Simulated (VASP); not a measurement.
# PbS in VASP: a series of runs, part 3 of 3

VASP 6.6.1. The steps go on from the part before.

## 5. Electric field gradients, PBE (zz strain of -3 %)

The input, INCAR:

```
SYSTEM = PbS
ALGO = Normal
EDIFF = 1E-8
ENCUT = 520
GGA = PE
ISIF = 2
ISMEAR = -1
LASPH = .TRUE.
LCHARG = .FALSE.
LEFG = .TRUE.
LREAL = .FALSE.
LWAVE = .FALSE.
NBANDS = 28
NELM = 100
PREC = Accurate
SIGMA = 0.01
```

The input, KPOINTS:

```
k-points
0
G
  7 7 3
  0 0 0
```

The input, POSCAR:

```
PbS
1.0
    2.9405000000     -2.9000000000      0.0000000000
    2.9405000000      2.9000000000      0.0000000000
   -1.0800500000      0.0000000000     11.3580113000
Pb S
2 2
Direct
    0.7756000000      0.7756000000      0.6363800000
    0.2244000000      0.2244000000      0.3636200000
    0.2684000000      0.2684000000      0.5986000000
    0.7316000000      0.7316000000      0.4014000000
```

Potentials or basis: VASP PAW PBE potentials, release 64 (Pb_d, S).

The run is started by

```sh
cat potpaw_PBE.64/Pb_d/POTCAR potpaw_PBE.64/S/POTCAR > POTCAR
mpirun -np 1 vasp_std > vasp.out
```

OUTCAR:

```text
SYSTEM = PbS
   EDIFF = 1E-8
   ENCUT = 520
   GGA = PE
   ISIF = 2
   ISMEAR = -1
   LASPH = .TRUE.
   LREAL = .FALSE.
   NELM = 100
   PREC = Accurate

 ion  position               nearest neighbor table
   1  0.776  0.776  0.636-   4 2.67   3 2.93   3 2.93   3 2.97   3 2.97
   2  0.224  0.224  0.364-   3 2.67   4 2.93   4 2.93   4 2.97   4 2.97
   3  0.268  0.268  0.599-   2 2.67   1 2.93   1 2.93   1 2.97   1 2.97
   4  0.732  0.732  0.401-   1 2.67   2 2.93   2 2.93   2 2.97   2 2.97

  LATTYP: Found a base centered monoclinic cell.
 ALAT       =     5.8810000000
 B/A-ratio  =     0.9862268322
 C/A-ratio  =     1.9400182805
 COS(beta)  =    -0.0946644377

  Lattice vectors:

 A1 = (   2.9405000000,  -2.9000000000,   0.0000000000)
 A2 = (   2.9405000000,   2.9000000000,   0.0000000000)
 A3 = (  -1.0800500000,   0.0000000000,  11.3580113000)

Analysis of symmetry for initial positions (statically):
=====================================================================
 Subroutine PRICEL returns:
 Original cell was already a primitive cell.

 Routine SETGRP: Setting up the symmetry group for a
 base centered monoclinic supercell.

 Subroutine GETGRP returns: Found  4 space group operations
 (whereof  4 operations were pure point group operations)
 out of a pool of  4 trial point group operations.

The static configuration has the point symmetry C_2h.

Analysis of symmetry for dynamics (positions and initial velocities):
=====================================================================
 Subroutine PRICEL returns:
 Original cell was already a primitive cell.
[... 913 lines left out ...]

  FORCE on cell =-STRESS in cart. coord.  units (eV):
  Direction    XX          YY          ZZ          XY          YZ          ZX
  --------------------------------------------------------------------------------------
  -------------------------------------------------------------------------------------
  Total        1.0535282      2.1925755      0.3464851      0.0000000      0.0000000     -0.0110570
  in kB        8.7137533     18.1348376      2.8657859      0.0000000      0.0000000     -0.0914531
  external PRESSURE =       9.9047923 kB  Pullay stress =       0.0000000 kB

 VOLUME and BASIS-vectors are now :
 -----------------------------------------------------------------------------
  energy-cutoff  :      520.00
  volume of cell :      193.71
      direct lattice vectors                 reciprocal lattice vectors
     2.940500000 -2.900000000  0.000000000     0.170039109 -0.172413793  0.016169269
     2.940500000  2.900000000  0.000000000     0.170039109  0.172413793  0.016169269
    -1.080050000  0.000000000 11.358011300     0.000000000  0.000000000  0.088043582

 POSITION                                       TOTAL-FORCE (eV/Angst)
 -----------------------------------------------------------------------------------
      3.87398      0.00000      7.22801        -0.001594      0.000000     -0.034912
      0.92697      0.00000      4.13000         0.001594      0.000000      0.034912
      0.93194      0.00000      6.79891        -0.003344      0.000000      0.224042
      3.86901      0.00000      4.55911         0.003344      0.000000     -0.224042
 -----------------------------------------------------------------------------------
    total drift:                                0.000000      0.000000      0.000000

  FREE ENERGIE OF THE ION-ELECTRON SYSTEM (eV)
  ---------------------------------------------------
  free  energy   TOTEN  =       -17.2011941146 eV

  energy  without entropy=      -17.2011941146  energy(sigma->0) =      -17.20119411

 Electric field gradients (V/A^2)
---------------------------------------------------------------------
 ion       V_xx      V_yy      V_zz      V_xy      V_xz      V_yz
---------------------------------------------------------------------
   1     148.652    91.483  -240.134    -0.000     0.197     0.000
   2     148.652    91.483  -240.134     0.000     0.197     0.000
   3      -0.910    -2.925     3.835    -0.000     0.253     0.000
   4      -0.910    -2.925     3.835     0.000     0.253    -0.000
---------------------------------------------------------------------

 Electric field gradients after diagonalization (V/A^2)
 (convention: |V_zz| > |V_xx| > |V_yy|)
----------------------------------------------------------------------
 ion       V_xx      V_yy      V_zz     asymmetry (V_yy - V_xx)/ V_zz
----------------------------------------------------------------------
   1     148.652    91.483  -240.135       0.238
   2     148.652    91.483  -240.135       0.238
   3      -2.925    -0.924     3.849       0.520
   4      -2.925    -0.924     3.849       0.520
----------------------------------------------------------------------

           NMR quadrupolar parameters

 Cq : quadrupolar parameter    Cq=e*Q*V_zz/h
 eta: asymmetry parameters     (V_yy - V_xx)/ V_zz
 Q  : nuclear electric quadrupole moment in mb (millibarn)
----------------------------------------------------------------------
 ion       Cq(MHz)       eta       Q (mb)
----------------------------------------------------------------------
   1      -0.581       0.238       1.000
   2      -0.581       0.238       1.000
   3       0.009       0.520       1.000
   4       0.009       0.520       1.000
----------------------------------------------------------------------
```

OSZICAR:

```text
N       E                     dE             d eps       ncg     rms          rms(c)
DAV:   1     0.408366075007E+03    0.40837E+03   -0.17907E+04  2472   0.131E+03
DAV:   2     0.333989613710E+02   -0.37497E+03   -0.36408E+03  2592   0.352E+02
DAV:   3    -0.159936151781E+02   -0.49393E+02   -0.48509E+02  3256   0.151E+02
DAV:   4    -0.184230456556E+02   -0.24294E+01   -0.24176E+01  2876   0.395E+01
[... 13 lines left out ...]
DAV:  18    -0.172011941320E+02   -0.19058E-06   -0.36369E-07  2296   0.340E-03    0.171E-03
DAV:  19    -0.172011941472E+02   -0.15270E-07   -0.28016E-08  2928   0.101E-03    0.846E-04
DAV:  20    -0.172011941316E+02    0.15612E-07   -0.33396E-09  2060   0.373E-04    0.299E-04
DAV:  21    -0.172011941165E+02    0.15141E-07   -0.20752E-09  1960   0.357E-04    0.289E-04
DAV:  22    -0.172011941146E+02    0.19240E-08   -0.41893E-10  1676   0.169E-04
   1 F= -.17201194E+02 E0= -.17201194E+02  d E =-.233755E-12
```

stdout:

```text
POSCAR found type information on POSCAR PbS
 POSCAR found :  2 types and       4 ions
 scaLAPACK will be used
 LDA part: xc-table for (Slater+PW92), standard interpolation
 POSCAR, INCAR and KPOINTS ok, starting setup
 FFT: planning ... GRIDC
 FFT: planning ... GRID_SOFT
 FFT: planning ... GRID
 WAVECAR not read
 entering main loop
ion   1

ion   2

ion   3

ion   4
```

Wall time 2.6 min (1 thread of AMD EPYC 9R45 (Zen 5), shared host); peak memory 0.37 GiB.

What came out:

| Quantity | Value |
| --- | --- |
| Free energy | -17.2012 eV |
| Largest force | 0.224 eV/Å |
| Band gap on the k mesh | 1.42 eV |
| Largest electric field gradient by atom | Pb -240.1; S +3.8 V/Å² |

Forces on the atoms (eV/Å):
```
Pb  -0.002  0.000 -0.035
Pb   0.002  0.000  0.035
S   -0.003  0.000  0.224
S    0.003  0.000 -0.224
```

Electric field gradients, principal values (V/Å²):
| atom | least | middle | greatest (by size) |
| --- | --- | --- | --- |
| 1 Pb | 91.483 | 148.652 | -240.135 |
| 2 Pb | 91.483 | 148.652 | -240.135 |
| 3 S | -0.924 | -2.925 | 3.849 |
| 4 S | -0.924 | -2.925 | 3.849 |

Caveat: the cell differs from its parent crystal (zz strain of -3 %); without QUAD_EFG the Cq values of the log hold for a quadrupole moment of 1 mb, not for the nuclei; spin-orbit coupling is left out, which moves the levels of the heavy elements.

## 6. Overview

```tsv
cell	gap on the mesh (eV)	largest force (eV/Å)
a = 4.089, b = 4.172, c = 11.739 Å, angles 92.2, 93.7, 89.2°, 4 atoms	1.26	0.41
a = 4.130, b = 4.130, c = 11.526 Å, angles 93.8, 93.8, 89.2°, 4 atoms	1.36	0.18
a = 4.130, b = 4.130, c = 11.876 Å, angles 93.7, 93.7, 89.2°, 4 atoms	1.23	0.51
a = 4.130, b = 4.130, c = 11.409 Å, angles 93.9, 93.9, 89.2°, 4 atoms	1.42	0.22
```

Alike in all rows: task electric field gradients; level PBE; potentials or basis VASP PAW PBE potentials, release 64 (Pb_d, S); no spin polarisation; k mesh 7 × 7 × 3; cutoff (eV) 520; smearing fermi-dirac 0.01 eV.

Caveats: spin-orbit coupling is left out, which moves the levels of the heavy elements.

Absolute energies hang on the potentials; compare differences alone.
